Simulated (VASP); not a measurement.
Set up this calculation in VASP 6.6.1, as the native input.

```yaml
Task: relaxation of cell and atoms
Functional: PBE
Potentials_or_basis: VASP PAW PBE potentials, release 64 (Si, N)
Cutoff: 600 eV
k_mesh: 10 × 10 × 4
Occupations: gaussian, width 0.02 eV
Spin: no spin polarisation
Dipole_correction: no
Further_INCAR_settings: ALGO = Normal; EDIFF = 1e-06; IBRION = 2; EDIFFG = -0.01; NSW = 100; ISIF = 3
```

The structure of SiN2 lies in POSCAR:

```
SiN2
1.0
    1.4384716302     -2.6888869134      0.0000000000
    1.4384716302      2.6888869134      0.0000000000
    0.0000000000      0.0000000000      9.3513173009
Si N
2 4
Direct
    0.7708495075      0.2291504925      0.7617243293
    0.2291504925      0.7708495075      0.2617243293
    0.9166871361      0.0833128639      0.3290832520
    0.0833128639      0.9166871361      0.8290832520
    0.7737038201      0.2262961799      0.1595554127
    0.2262961799      0.7737038201      0.6595554127
```

These files were run (other wordings do the same):

INCAR

```
PREC = Accurate
ENCUT = 600
EDIFF = 1E-6
ISMEAR = 0
SIGMA = 0.02
LREAL = F
LASPH = T
NELM = 80
ALGO = Normal
ISIF = 3
LWAVE = F
LCHARG = F
GGA = PE
IBRION = 2
NSW = 100
EDIFFG = -0.01
```

KPOINTS

```
regular mesh
0
Gamma
  10 10 4
```

Potentials or basis: VASP PAW PBE potentials, release 64 (Si, N).

The run is started by

```bash
$ cat potpaw_PBE.64/Si/POTCAR potpaw_PBE.64/N/POTCAR > POTCAR
$ mpirun -np 1 vasp_std > vasp.out
```

Results of the run:

- Relaxed volume: 11.46 Å³/atom
- Relaxed cell: a = 3.052 Å, b = 3.052 Å, c = 8.890 Å, α = 90.00°, β = 90.00°, γ = 123.82°
- Space group after relaxing (to 0.05 Å): Cmc2_1 (No. 36)
- Energy gained by relaxing: 0.9 meV/atom
- Ionic steps: 22
- Pressure after relaxing: 0.0 GPa
- Largest force after relaxing: 0.008 eV/Å
- Band gap on the k mesh: 2.72 eV, indirect (least direct gap 2.86 eV)

Wall time 23 min on 1 thread of Oxide Virtual Turin-like Processor, with other jobs on the host, peak memory 0.25 GiB.
